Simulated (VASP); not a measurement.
A run of VASP 6.6.1 is set up as follows.

The input POSCAR:

```
Cu
1.0
    0.0000000000      1.5413307865      1.5413307865
    1.5413307865      0.0000000000      1.5413307865
    1.5413307865      1.5413307865      0.0000000000
Cu
1
Direct
    0.0000000000      0.0000000000      0.0000000000
```

The input INCAR.step1:

```
PREC = Accurate ; ENCUT = 520
ISMEAR = -1 ; SIGMA = 0.1
LREAL = F ; LASPH = T
NELM = 60 ; NBANDS = 12
GGA = PE ; ALGO = Normal
EDIFF = 1E-4 ; LWAVE = T
LCHARG = F
```

The input INCAR.step2:

```
PREC = Accurate ; ENCUT = 520
EDIFF = 1E-6 ; ISMEAR = -1
SIGMA = 0.1 ; LREAL = F
LASPH = T ; NELM = 60
ALGO = Normal ; ISIF = 2
LWAVE = F ; LCHARG = F
METAGGA = R2SCAN ; LMIXTAU = T
NBANDS = 12 ; ISTART = 1
```

Contents of KPOINTS:

```
Automatic mesh
0
Gamma
  20 20 20
```

Potentials or basis: VASP PAW PBE potentials, release 64 (Cu).

Launch:

```bash
$ cat potpaw_PBE.64/Cu/POTCAR > POTCAR
$ cp INCAR.step1 INCAR
$ mpirun -np 1 vasp_std > vasp.out
$ cp INCAR.step2 INCAR
$ mpirun -np 1 vasp_std > vasp.out
```

Question: What does it give for the pressure?

Answer: 219.6 GPa.

Caveat: the PAW data sets were made with another functional, which shifts forces and pressure a little.
